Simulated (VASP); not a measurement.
# KF in VASP: notebook

KF is run at these levels: PBEsol; tasks: single point.

Everything below comes from runs of VASP 6.6.1. Logs are shortened: lines on timing, memory, paths and dates and some standing lists are left out, and cuts for length are marked.

## 1. The cell of the first run

It takes space group Fm-3m (No. 225, cubic). The conventional cell has a = 5.308 Å, b = 5.308 Å, c = 5.308 Å, α = 90.00°, β = 90.00°, γ = 90.00°. K (site symmetry m-3m) has 6 F at 2.65 Å within 3.5 Å. Within 3.5 Å of F (site symmetry m-3m) lie 6 K at 2.65 Å.

## 2. Single point, PBEsol

File INCAR:

```
SYSTEM = KF
  PREC = Accurate
  ENCUT = 520
  EDIFF = 1E-6
  ISMEAR = 0
  SIGMA = 0.01
  LREAL = .FALSE.
  LASPH = .TRUE.
  NELM = 100
  ALGO = Normal
  ISIF = 2
  LWAVE = .FALSE.
  LCHARG = .FALSE.
  GGA = PS
  NBANDS = 15
```

File KPOINTS:

```
Automatic mesh
0
G
  8 8 8
  0 0 0
```

File POSCAR:

```
KF
1.0
    0.0000000000      2.6541862235      2.6541862235
    2.6541862235      0.0000000000      2.6541862235
    2.6541862235      2.6541862235      0.0000000000
K F
1 1
Direct
    0.0000000000      0.0000000000      0.0000000000
    0.5000000000      0.5000000000      0.5000000000
```

Potentials or basis: VASP PAW PBE potentials, release 64 (K_sv, F).

On the command line:

```bash
$ cat potpaw_PBE.64/K_sv/POTCAR potpaw_PBE.64/F/POTCAR > POTCAR
$ mpirun -np 1 vasp_std > vasp.out
```

OUTCAR:

```text
SYSTEM = KF
   PREC = Accurate
   ENCUT = 520
   EDIFF = 1E-6
   ISMEAR = 0
   LREAL = .FALSE.
   LASPH = .TRUE.
   NELM = 100
   ISIF = 2
   GGA = PS

 ion  position               nearest neighbor table
   1  0.000  0.000  0.000-   2 2.65   2 2.65   2 2.65   2 2.65   2 2.65   2 2.65
   2  0.500  0.500  0.500-   1 2.65   1 2.65   1 2.65   1 2.65   1 2.65   1 2.65

  LATTYP: Found a face centered cubic cell.
 ALAT       =     5.3083724470

  Lattice vectors:

 A1 = (   0.0000000000,   2.6541862235,   2.6541862235)
 A2 = (   2.6541862235,   0.0000000000,   2.6541862235)
 A3 = (   2.6541862235,   2.6541862235,   0.0000000000)

Analysis of symmetry for initial positions (statically):
=====================================================================
 Subroutine PRICEL returns:
 Original cell was already a primitive cell.

 Routine SETGRP: Setting up the symmetry group for a
 face centered cubic supercell.

 Subroutine GETGRP returns: Found 48 space group operations
 (whereof 48 operations were pure point group operations)
 out of a pool of 48 trial point group operations.

The static configuration has the point symmetry O_h .

Analysis of symmetry for dynamics (positions and initial velocities):
=====================================================================
 Subroutine PRICEL returns:
 Original cell was already a primitive cell.

 Routine SETGRP: Setting up the symmetry group for a
 face centered cubic supercell.

 Subroutine GETGRP returns: Found 48 space group operations
 (whereof 48 operations were pure point group operations)
 out of a pool of 48 trial point group operations.

The dynamic configuration has the point symmetry O_h .

 Subroutine INISYM returns: Found 48 space group operations
 (whereof 48 operations are pure point group operations),
 and found     1 'primitive' translations

----------------------------------------------------------------------------------------

                                     Primitive cell

  volume of cell :      37.3959

  direct lattice vectors                    reciprocal lattice vectors
     0.000000000  2.654186223  2.654186223    -0.188381657  0.188381657  0.188381657
     2.654186223  0.000000000  2.654186223     0.188381657 -0.188381657  0.188381657
     2.654186223  2.654186223  0.000000000     0.188381657  0.188381657 -0.188381657

  length of vectors
     3.753586154  3.753586154  3.753586154     0.326286602  0.326286602  0.326286602

  position of ions in fractional coordinates (direct lattice)
     0.000000000  0.000000000  0.000000000
     0.500000000  0.500000000  0.500000000

  ion indices of the primitive-cell ions
   primitive index   ion index
                 1           1
                 2           2

----------------------------------------------------------------------------------------

 KPOINTS: Automatic mesh

Automatic generation of k-mesh.
 Grid dimensions read from file:
 generate k-points for:    8    8    8

 Generating k-lattice:

  Cartesian coordinates                     Fractional coordinates (reciprocal lattice)
    -0.023547707  0.023547707  0.023547707     0.125000000  0.000000000  0.000000000
     0.023547707 -0.023547707  0.023547707     0.000000000  0.125000000  0.000000000
     0.023547707  0.023547707 -0.023547707     0.000000000  0.000000000  0.125000000

  Length of vectors
     0.040785825  0.040785825  0.040785825

  Shift w.r.t. Gamma in fractional coordinates (k-lattice)
     0.000000000  0.000000000  0.000000000

 Subroutine IBZKPT returns following result:
 ===========================================

 Found     29 irreducible k-points:

 Following reciprocal coordinates:
            Coordinates               Weight
  0.000000  0.000000  0.000000      1.000000
  0.125000  0.000000  0.000000      8.000000
  0.250000  0.000000  0.000000      8.000000
  0.375000  0.000000  0.000000      8.000000
  0.500000  0.000000  0.000000      4.000000
  0.125000  0.125000  0.000000      6.000000
[... 16 lines left out ...]
  0.500000  0.250000  0.125000     48.000000
 -0.375000  0.250000  0.125000     24.000000
 [... further k-points ...]
   k-points           NKPTS =     29   k-points in BZ     NKDIM =     29   number of bands    NBANDS=     15
   number of dos      NEDOS =    301   number of ions     NIONS =      2
   total plane-waves  NPLWV =  21952
   dimension x,y,z NGX =    28 NGY =   28 NGZ =   28
   dimension x,y,z NGXF=    56 NGYF=   56 NGZF=   56
   ions per type =               1   1
   NGX,Y,Z   is equivalent  to a cutoff of  12.40, 12.40, 12.40 a.u.
   NGXF,Y,Z  is equivalent  to a cutoff of  24.80, 24.80, 24.80 a.u.
 SYSTEM =  KF
   PREC   = accura    normal or accurate (medium, high low for compatibility)
   ISTART =      0    job   : 0-new  1-cont  2-samecut
   ICHARG =      2    charge: 1-file 2-atom 10-const
   ISPIN  =      1    spin polarized calculation?
   LNONCOLLINEAR =      F non collinear calculations
   LSORBIT =      F    spin-orbit coupling
   LASPH  =      T    aspherical Exc in radial PAW
   ENCUT  =  520.0 eV  38.22 Ry    6.18 a.u.   6.98  6.98  6.98*2*pi/ulx,y,z
   NELM   =    100;   NELMIN=  2; NELMDL= -5     # of ELM steps
   EDIFF  = 0.1E-05   stopping-criterion for ELM
   LREAL  =      F    real-space projection
   EDIFFG = 0.1E-04   stopping-criterion for IOM
   NSW    =      0    number of steps for IOM
   IBRION =     -1    ionic relax: 0-MD 1-quasi-New 2-CG
   NFREE  =      0    steps in history (QN), initial steepest desc. (CG)
   ISIF   =      2    stress and relaxation
   ISYM   =      2    0-nonsym 1-usesym 2-fastsym
   POTIM  = 0.5000    time-step for ionic-motion
   TEBEG  =    0.0;   TEEND  =   0.0 temperature during run
   PSTRESS=    0.0 pullay stress
   NELECT =      16.0000    total number of electrons
   NUPDOWN=      -1.0000    fix difference up-down
   EMIN   =  10.00;   EMAX   =-10.00  energy-range for DOS
   EFERMI =   0.00;   METHOD = LEGACY
   ISMEAR =     0;   SIGMA  =   0.01  broadening in eV -4-tet -1-fermi 0-gaus
   EFERMI_NEDOS =   21; number of points for ismear=-14 and -15
   IALGO  =     38    algorithm
   IMIX   =      4    mixing-type and parameters
     AMIX     =   0.40;   BMIX     =  1.00
     AMIX_MAG =   1.60;   BMIX_MAG =  1.00
  volume/ion in A,a.u.               =      18.70       126.18
  Fermi-wavevector in a.u.,A,eV,Ry     =   1.233597  2.331161 20.704836  1.521762
  Thomas-Fermi vector in A             =   2.368321
   LORBIT       =      0    0 simple, 1 ext, 2 COOP (PROOUT), +10 PAW based schemes
   GGA     = PS    functional components
   LHFCALC =     F    Hartree Fock is set to
   AEXX    =    0.0000 exact exchange contribution
   IVDW    =     0    specifies the selected vdW correction
   LEPSILON=     F    determine dielectric tensor
   LRPA    =     F    only Hartree local field effects (RPA)
 non-spin polarized calculation
 Gauss-broadening in eV      SIGMA  =   0.01
  energy-cutoff  :      520.00
  volume of cell :       37.40
 maximum number of plane-waves:      1036
   NGX = 13   NGY = 13   NGZ = 13

 number of electron      16.0000012 magnetization

 Free energy of the ion-electron system (eV)
  ---------------------------------------------------
  ext. energy  EPLUGINS =         0.00000000
  ---------------------------------------------------
  free energy    TOTEN  =        -8.52007667 eV

  energy without entropy =       -8.52007667  energy(sigma->0) =       -8.52007667

 E-fermi :  -2.6940     XC(G=0):  -8.7054

 val. band max:       -2.8556845842   @ k =   0.0000   0.0000   0.0000
 cond. band min:       3.2737855373   @ k =   0.0000   0.0000   0.0000
 fundamental gap:      6.1294701215
 Fermi energy:        -2.6940149589

 k-point     1 :       0.0000    0.0000    0.0000
  band No.  band energies     occupation
      1     -28.7655      2.00000
      2     -21.3945      2.00000
      3     -12.0617      2.00000
      4     -12.0617      2.00000
      5     -12.0617      2.00000
      6      -2.8557      2.00000
      7      -2.8557      2.00000
      8      -2.8557      2.00000
      9       3.2738      0.00000
     10       7.8314      0.00000
     11       7.8314      0.00000
     12       7.8314      0.00000
     13       9.5337      0.00000
     14       9.5337      0.00000
     15      13.9855      0.00000

 k-point     2 :       0.1250    0.0000    0.0000
  band No.  band energies     occupation
      1     -28.7499      2.00000
      2     -21.4096      2.00000
      3     -12.1053      2.00000
      4     -12.0674      2.00000
      5     -12.0674      2.00000
      6      -3.0045      2.00000
      7      -2.9124      2.00000
      8      -2.9124      2.00000
      9       3.7182      0.00000
     10       7.5679      0.00000
     11       8.0487      0.00000
     12       8.0487      0.00000
     13       9.6865      0.00000
     14       9.6865      0.00000
     15      14.7729      0.00000

 k-point     3 :       0.2500    0.0000    0.0000
  band No.  band energies     occupation
      1     -28.7119      2.00000
      2     -21.4455      2.00000
      3     -12.2096      2.00000
      4     -12.0811      2.00000
      5     -12.0811      2.00000
      6      -3.3184      2.00000
      7      -3.0460      2.00000
      8      -3.0460      2.00000
      9       4.8183      0.00000
     10       7.2116      0.00000
     11       8.5881      0.00000
     12       8.5881      0.00000
     13      10.1578      0.00000
     14      10.1578      0.00000
     15      15.8946      0.00000

 k-point     4 :       0.3750    0.0000    0.0000
  band No.  band energies     occupation
      1     -28.6734      2.00000
      2     -21.4824      2.00000
      3     -12.3124      2.00000
      4     -12.0945      2.00000
      5     -12.0945      2.00000
      6      -3.5887      2.00000
      7      -3.1754      2.00000
      8      -3.1754      2.00000
      9       5.8962      0.00000
     10       7.3301      0.00000
     11       9.0999      0.00000
     12       9.0999      0.00000
     13      10.9804      0.00000
     14      10.9804      0.00000
     15      14.4900      0.00000
[... 307 lines left out ...]
 k-point    22 :       0.3750    0.2500    0.1250
  band No.  band energies     occupation
      1     -28.6859      2.00000
      2     -21.4505      2.00000
      3     -12.2533      2.00000
      4     -12.2233      2.00000
      5     -12.1153      2.00000
      6      -3.4154      2.00000
      7      -3.0831      2.00000
      8      -2.9335      2.00000
      9       5.5125      0.00000
     10       6.5464      0.00000
     11       9.0836      0.00000
     12       9.2602      0.00000
     13      10.1986      0.00000
     14      10.6640      0.00000
     15      15.6092      0.00000

 k-point    23 :       0.5000    0.2500    0.1250
  band No.  band energies     occupation
      1     -28.6564      2.00000
      2     -21.4656      2.00000
      3     -12.3611      2.00000
      4     -12.2808      2.00000
      5     -12.1311      2.00000
      6      -3.4463      2.00000
      7      -3.1730      2.00000
      8      -3.0185      2.00000
      9       6.3477      0.00000
     10       6.7706      0.00000
     11       8.9525      0.00000
     12       9.7935      0.00000
     13      10.7505      0.00000
     14      11.7496      0.00000
     15      13.4974      0.00000

 k-point    24 :      -0.3750    0.2500    0.1250
  band No.  band energies     occupation
      1     -28.6441      2.00000
      2     -21.4718      2.00000
      3     -12.4093      2.00000
      4     -12.2992      2.00000
      5     -12.1390      2.00000
      6      -3.4532      2.00000
      7      -3.1493      2.00000
      8      -3.1210      2.00000
      9       6.5211      0.00000
     10       7.2181      0.00000
     11       8.8871      0.00000
     12       9.9525      0.00000
     13      11.2486      0.00000
     14      12.3080      0.00000
     15      12.5649      0.00000

 [... further k-points ...]

------------------------ aborting loop because EDIFF is reached ----------------------------------------

  FORCE on cell =-STRESS in cart. coord.  units (eV):
  Direction    XX          YY          ZZ          XY          YZ          ZX
  --------------------------------------------------------------------------------------
  -------------------------------------------------------------------------------------
  Total        0.0053607      0.0053607      0.0053607      0.0000000      0.0000000      0.0000000
  in kB        0.2296733      0.2296733      0.2296733      0.0000000      0.0000000      0.0000000
  external PRESSURE =       0.2296733 kB  Pullay stress =       0.0000000 kB

 VOLUME and BASIS-vectors are now :
 -----------------------------------------------------------------------------
  energy-cutoff  :      520.00
  volume of cell :       37.40
      direct lattice vectors                 reciprocal lattice vectors
     0.000000000  2.654186223  2.654186223    -0.188381657  0.188381657  0.188381657
     2.654186223  0.000000000  2.654186223     0.188381657 -0.188381657  0.188381657
     2.654186223  2.654186223  0.000000000     0.188381657  0.188381657 -0.188381657

 POSITION                                       TOTAL-FORCE (eV/Angst)
 -----------------------------------------------------------------------------------
      0.00000      0.00000      0.00000        -0.000000      0.000000     -0.000000
      2.65419      2.65419      2.65419         0.000000     -0.000000      0.000000
 -----------------------------------------------------------------------------------
    total drift:                                0.000000      0.000000      0.000000

  FREE ENERGIE OF THE ION-ELECTRON SYSTEM (eV)
  ---------------------------------------------------
  free  energy   TOTEN  =        -8.5200766732 eV

  energy  without entropy=       -8.5200766732  energy(sigma->0) =       -8.52007667
```

It took 12 s on 1 thread of Intel Xeon Platinum 8488C (Sapphire Rapids), shared host; peak memory 0.16 GiB.

What came out:

```yaml
Free_energy: -8.5201 eV
Pressure: 0.0 GPa
Band_gap_on_the_k_mesh: 6.13 eV
```

Caveat: the PAW data sets were made with another functional, which shifts forces and pressure a little.

## 3. Single point, PBEsol

This run uses another cell than the first one, of 18.98 Å³/atom.

File INCAR:

```
  PREC = Accurate
  ENCUT = 520
  EDIFF = 1E-6
  ISMEAR = 0
  SIGMA = 0.01
  LREAL = F
  LASPH = T
  NELM = 100
  ALGO = Normal
  ISIF = 2
  LWAVE = F
  LCHARG = T
  GGA = PS
  LELF = T
  LVHAR = T
  NBANDS = 15
```

File KPOINTS:

```
Automatic mesh
0
Gamma
  8 8 8
```

File POSCAR:

```
KF
1.0
    0.0000000000      2.6674571546      2.6674571546
    2.6674571546      0.0000000000      2.6674571546
    2.6674571546      2.6674571546      0.0000000000
K F
1 1
Direct
    0.0000000000      0.0000000000      0.0000000000
    0.5000000000      0.5000000000      0.5000000000
```

Potentials or basis: VASP PAW PBE potentials, release 64 (K_sv, F).

On the command line:

```bash
$ cat potpaw_PBE.64/K_sv/POTCAR potpaw_PBE.64/F/POTCAR > POTCAR
$ mpirun -np 1 vasp_std > vasp.out
```

It took 13 s on 1 thread of Intel Xeon Platinum 8488C (Sapphire Rapids), shared host; peak memory 0.16 GiB.

The run converged. Its results:

```
Free energy            : -8.5200 eV
Pressure               : -0.5 GPa
Band gap on the k mesh : 6.05 eV
```

Levels at points of the mesh, in eV from the valence-band top:
| k point | band 4 | band 5 | band 6 | band 7 | band 8 | band 9 | band 10 | band 11 | band 12 | band 13 |
| --- | --- | --- | --- | --- | --- | --- | --- | --- | --- | --- |
| (0.00, 0.00, 0.00) | -9.26 | -9.26 | 0.00 | 0.00 | 0.00 | 6.05 | 10.65 | 10.65 | 10.65 | 12.33 |
| (0.50, 0.00, 0.00) | -9.30 | -9.30 | -0.82 | -0.36 | -0.36 | 8.99 | 10.50 | 12.07 | 12.07 | 14.35 |
| (0.50, 0.50, 0.00) | -9.48 | -9.48 | -0.21 | -0.06 | -0.06 | 8.10 | 10.26 | 11.70 | 13.63 | 14.30 |

Caveat: the PAW data sets were made with another functional, which shifts forces and pressure a little. A k mesh can miss the band edges.

## 4. Single point, PBEsol (z stretched by -0.5 %, x and y held)

File INCAR:

```
  PREC = Accurate
  ENCUT = 520
  EDIFF = 1E-6
  ISMEAR = 0
  SIGMA = 0.01
  LREAL = F
  LASPH = T
  NELM = 80
  ALGO = Normal
  ISIF = 2
  LWAVE = F
  LCHARG = F
  GGA = PS
  NBANDS = 15
```

KPOINTS is that of step 3.

File POSCAR:

```
KF
1.0
    0.0000000000      2.6541862235      2.6409152924
    2.6541862235      0.0000000000      2.6409152924
    2.6541862235      2.6541862235      0.0000000000
K F
1 1
Direct
    0.0000000000      0.0000000000      0.0000000000
    0.5000000000      0.5000000000      0.5000000000
```

On the command line:

```bash
$ cat potpaw_PBE.64/K_sv/POTCAR potpaw_PBE.64/F/POTCAR > POTCAR
$ mpirun -np 1 vasp_std > vasp.out
```

Run time: 23 s. Hardware: 1 thread of Intel Xeon Platinum 8488C (Sapphire Rapids), shared host; peak memory 0.17 GiB.

Results (log left out):

* Free energy: -8.5196 eV
* Pressure: 0.2 GPa
* Band gap on the k mesh: 6.15 eV

Stress tensor (GPa, compression positive):
```
0.10 0.00 0.00
0.00 0.10 0.00
0.00 0.00 0.40
```

Levels at points of the mesh, in eV from the valence-band top:
```
           k point  band 5  band 6  band 7  band 8  band 9  band 10  band 11  band 12
(0.00, 0.00, 0.00)   -9.19   -0.01   -0.01    0.00    6.15    10.68    10.68    10.72
(0.50, 0.00, 0.00)   -9.23   -0.85   -0.38   -0.38    9.07    10.64    12.14    12.18
(0.50, 0.50, 0.00)   -9.43   -0.20   -0.06   -0.06    8.09    10.37    11.88    13.73
(0.50, 0.00, 0.50)   -9.42   -0.21   -0.06   -0.05    8.11    10.36    11.83    13.73
```

Caveat: the cell differs from its parent crystal (z stretched by -0.5 %, x and y held); the PAW data sets were made with another functional, which shifts forces and pressure a little. A k mesh can miss the band edges.

## 5. Summary

| cell | gap on the mesh (eV) | pressure (GPa) |
| --- | --- | --- |
| a = 3.754 Å, angles 60.0°, 2 atoms | 6.13 | 0.0 |
| a = 3.772 Å, angles 60.0°, 2 atoms | 6.05 | -0.5 |
| a = 3.744, b = 3.744, c = 3.754 Å, angles 59.9, 59.9, 60.2°, 2 atoms | 6.15 | 0.2 |

Alike in all rows: task single point; level PBEsol; potentials or basis VASP PAW PBE potentials, release 64 (K_sv, F); no spin polarisation; k mesh 8 × 8 × 8; cutoff (eV) 520; smearing gaussian 0.01 eV.

Caveats: the PAW data sets were made with another functional, which shifts forces and pressure a little.

Absolute energies hang on the potentials; compare differences alone.
